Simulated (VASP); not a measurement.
# Li (P6_3/mmc) in VASP: elastic constants with LDA

Aim: the elastic constants of Li with LDA.

Everything below comes from runs of VASP 6.6.1. Logs are shortened: lines on timing, memory, paths and dates and some standing lists are left out, and cuts for length are marked.

### 1 The cell of the first run

It takes space group P6_3/mmc (No. 194, hexagonal). Conventional cell: a = 2.992 Å, b = 2.992 Å, c = 4.897 Å, α = 90.00°, β = 90.00°, γ = 120.00°. Within 3.9 Å of Li (site symmetry -6m2) lie 12 Li at 2.99 to 3.00 Å.

This isn't the form of Li at room conditions, which is bcc.

### 2 Elastic constants, LDA

The input, INCAR:

```
SYSTEM = Li
ALGO     = Normal         ! electronic algorithm
EDIFF    = 1E-8           ! SCF threshold, eV
ENCUT    = 600            ! plane-wave cutoff, eV
IBRION   = 6              ! ionic algorithm
ISIF     = 3              ! what is computed and relaxed
ISMEAR   = 1              ! smearing method
LASPH    = .TRUE.         ! aspherical terms in the spheres
LCHARG   = .TRUE.         ! write CHGCAR
LREAL    = .FALSE.        ! projectors in reciprocal space
LWAVE    = .FALSE.        ! write WAVECAR
NBANDS   = 10             ! bands
NELM     = 80             ! most SCF steps
NFREE    = 2            
NSW      = 1              ! ionic steps
POTIM    = 0.015          ! step
PREC     = Accurate       ! precision mode
SIGMA    = 0.05           ! smearing width, eV
```

The input, KPOINTS:

```
k-points
0
G
  16 16 8
  0 0 0
```

The input, POSCAR:

```
Li
1.0
    2.9915266495      0.0000000000      0.0000000000
   -1.4957633247      2.5907380745      0.0000000000
    0.0000000000      0.0000000000      4.8972519777
Li
2
Direct
    0.3333333333      0.6666666667      0.2500000000
    0.6666666667      0.3333333333      0.7500000000
```

Potentials or basis: VASP PAW LDA potentials, release 64 (Li_sv).

On the command line:

```sh
> cat potpaw_LDA.64/Li_sv/POTCAR > POTCAR
> mpirun -np 1 vasp_std > vasp.out
```

OUTCAR:

```text
SYSTEM = Li
   EDIFF = 1E-8
   ENCUT = 600
   IBRION = 6
   ISIF = 3
   ISMEAR = 1
   LASPH = .TRUE.
   LREAL = .FALSE.
   NELM = 80
   NFREE = 2
   NSW = 1
   POTIM = 0.015
   PREC = Accurate

 ion  position               nearest neighbor table
   1  0.333  0.667  0.250-
   2  0.667  0.333  0.750-

  LATTYP: Found a hexagonal cell.
 ALAT       =     2.9915266495
 C/A-ratio  =     1.6370410668

  Lattice vectors:

 A1 = (   2.9915266495,   0.0000000000,   0.0000000000)
 A2 = (  -1.4957633247,   2.5907380745,   0.0000000000)
 A3 = (   0.0000000000,   0.0000000000,   4.8972519777)

Analysis of symmetry for initial positions (statically):
=====================================================================
 Subroutine PRICEL returns:
 Original cell was already a primitive cell.

 Routine SETGRP: Setting up the symmetry group for a
 hexagonal supercell.

 Subroutine GETGRP returns: Found 24 space group operations
 (whereof 12 operations were pure point group operations)
 out of a pool of 24 trial point group operations.

The static configuration has the point symmetry D_3d.
 The point group associated with its full space group is D_6h.

Analysis of symmetry for dynamics (positions and initial velocities):
=====================================================================
 Subroutine PRICEL returns:
 Original cell was already a primitive cell.

 Routine SETGRP: Setting up the symmetry group for a
 hexagonal supercell.

 Subroutine GETGRP returns: Found 24 space group operations
 (whereof 12 operations were pure point group operations)
 out of a pool of 24 trial point group operations.

The dynamic configuration has the point symmetry D_3d.
[... 653 lines left out ...]
      4       3.8616      0.00000
      5       4.0674      0.00000
      6       5.8867      0.00000
      7       8.0786      0.00000
      8      10.4404      0.00000
      9      12.2809      0.00000
     10      12.6999      0.00000

 [... further k-points ...]

------------------------ aborting loop because EDIFF is reached ----------------------------------------

  FORCE on cell =-STRESS in cart. coord.  units (eV):
  Direction    XX          YY          ZZ          XY          YZ          ZX
  --------------------------------------------------------------------------------------
  -------------------------------------------------------------------------------------
  Total       -0.0383327     -0.0383327     -0.0277439     -0.0000000      0.0000000      0.0000000
  in kB       -1.6181216     -1.6181216     -1.1711422     -0.0000000      0.0000000      0.0000000
  external PRESSURE =      -1.4691285 kB  Pullay stress =       0.0000000 kB
[... 17 lines left out ...]
  FREE ENERGIE OF THE ION-ELECTRON SYSTEM (eV)
  ---------------------------------------------------
  free  energy   TOTEN  =        -4.0935052213 eV

  energy  without entropy=       -4.0934643544  energy(sigma->0) =       -4.09349160

 INTERNAL STRAIN TENSORS FROM STRAINED CELLS
 ============================================

 INTERNAL STRAIN TENSOR FOR ION    1 for displacements in x,y,z  (eV/Angst):
          X           Y           Z          XY          YZ          ZX
  --------------------------------------------------------------------------------
  x    -0.00000     0.00000     0.00000    -0.51099    -0.00000     0.00000
  y    -0.52118     0.51532     0.00000     0.00002    -0.00006     0.00005
  z     0.00000    -0.00000     0.00000     0.00000     0.00423     0.00000

 INTERNAL STRAIN TENSORS FROM DISPLACED ATOMS
 ============================================

 INTERNAL STRAIN TENSOR FOR ION    1 for displacements in x,y,z  (eV/Angst):
          X           Y           Z          XY          YZ          ZX
  --------------------------------------------------------------------------------
  x    -0.00000     0.00000    -0.00000    -0.56677     0.00000     0.00000
  y    -0.56677     0.56677     0.00000     0.00000     0.00000     0.00000
  z     0.00000    -0.00000    -0.00000    -0.00000    -0.00000    -0.00000

 INTERNAL STRAIN TENSOR FOR ION    2 for displacements in x,y,z  (eV/Angst):
          X           Y           Z          XY          YZ          ZX
  --------------------------------------------------------------------------------
  x     0.00000    -0.00000     0.00000     0.56677     0.00000     0.00000
  y     0.56677    -0.56677     0.00000    -0.00000     0.00000     0.00000
  z    -0.00000     0.00000     0.00000     0.00000     0.00000     0.00000

 Eigenvectors and eigenvalues of the dynamical matrix
 ----------------------------------------------------

   1 f  =    9.639811 THz    60.568716 2PiTHz  321.549467 cm-1    39.867035 meV
             X         Y         Z           dx          dy          dz
     -0.000000  1.727159  1.224313     0.000000   -0.000000   -0.707107
      1.495763  0.863579  3.672939    -0.000000    0.000000    0.707107
[... 16 lines left out ...]
   5 f  =    0.000000 THz     0.000000 2PiTHz    0.000003 cm-1     0.000000 meV
             X         Y         Z           dx          dy          dz
     -0.000000  1.727159  1.224313    -0.006982    0.610829    0.356145
      1.495763  0.863579  3.672939    -0.006982    0.610829    0.356145

   6 f/i=    0.000000 THz     0.000000 2PiTHz    0.000001 cm-1     0.000000 meV
             X         Y         Z           dx          dy          dz
     -0.000000  1.727159  1.224313     0.707063    0.007862    0.000377
      1.495763  0.863579  3.672939     0.707063    0.007862    0.000377

--------------------------------------------------------------------------------------------------------

 ELASTIC MODULI CONTR FROM IONIC RELAXATION (kBar)
 Direction    XX          YY          ZZ          XY          YZ          ZX
 --------------------------------------------------------------------------------
 XX         -61.7994     61.7994     -0.0000     -0.0000      0.0000      0.0000
 YY          61.7994    -61.7994     -0.0000     -0.0000     -0.0000     -0.0000
 ZZ          -0.0000     -0.0000     -0.0000     -0.0000     -0.0000     -0.0000
 XY          -0.0000     -0.0000     -0.0000    -61.7994     -0.0000     -0.0000
 YZ           0.0000     -0.0000     -0.0000     -0.0000     -0.0000     -0.0000
 ZX           0.0000     -0.0000     -0.0000     -0.0000     -0.0000     -0.0000
 --------------------------------------------------------------------------------

 TOTAL ELASTIC MODULI (kBar)
 Direction    XX          YY          ZZ          XY          YZ          ZX
 --------------------------------------------------------------------------------
 XX         247.8762    148.2147     25.2401      0.0000     -0.0000      0.0000
 YY         148.2147    247.8762     25.2401      0.0000     -0.0000     -0.0000
 ZZ          25.2401     25.2401    381.0799      0.0000     -0.0000     -0.0000
 XY           0.0000      0.0000      0.0000     49.8307     -0.0000     -0.0000
 YZ           0.0000     -0.0000     -0.0000     -0.0000     59.5412      0.0000
 ZX           0.0000     -0.0000     -0.0000     -0.0000      0.0000     59.5412
 --------------------------------------------------------------------------------
```

OSZICAR:

```text
N       E                     dE             d eps       ncg     rms          rms(c)
DAV:   1     0.184699799662E+02    0.18470E+02   -0.33864E+03  3000   0.623E+02
DAV:   2    -0.129084439127E+01   -0.19761E+02   -0.19129E+02  3782   0.116E+02
DAV:   3    -0.403118251223E+01   -0.27403E+01   -0.27253E+01  4876   0.339E+01
[... 159 lines left out ...]
DAV:   2    -0.409359314510E+01   -0.52911E-04   -0.54439E-03  4536   0.642E-01    0.254E-02
DAV:   3    -0.409350521854E+01    0.87927E-04   -0.54331E-04  5356   0.823E-02    0.407E-03
DAV:   4    -0.409350527310E+01   -0.54560E-07   -0.43171E-06  5252   0.123E-02    0.273E-03
DAV:   5    -0.409350522032E+01    0.52785E-07   -0.17113E-07  5710   0.345E-03    0.600E-04
DAV:   6    -0.409350522134E+01   -0.10265E-08   -0.51860E-09  4946   0.656E-04
  17 F= -.40935052E+01 E0= -.40934916E+01  d E =-.408670E-04
```

It took 23 min on 1 thread of Intel Xeon 8259CL, shared host; peak memory 0.53 GiB.

What came out:

| Quantity | Value |
| --- | --- |
| Voigt bulk modulus | 14 GPa |
| Highest phonon frequency at Γ | 322 cm⁻¹ |

Phonon frequencies in cm⁻¹ (negative: imaginary):
| q point | frequencies |
| --- | --- |
| (0.000, 0.000, 0.000) | 0 0 0 130 130 322 |

Elastic tensor in Voigt notation (GPa, in the Cartesian axes of the cell as first typed):
```
25 15  3  0  0  0
15 25  3  0  0  0
 3  3 38  0  0  0
 0  0  0  6  0  0
 0  0  0  0  6  0
 0  0  0  0  0  5
```

Clamped-ion elastic tensor (GPa):
```
31  9  3  0  0  0
 9 31  3  0  0  0
 3  3 38  0  0  0
 0  0  0  6  0  0
 0  0  0  0  6  0
 0  0  0  0  0 11
```

Caveat: the cutoff is under 1.25 times the usual one of these potentials, so pressure, stress and relaxed cells hold a basis-set (Pulay) error.
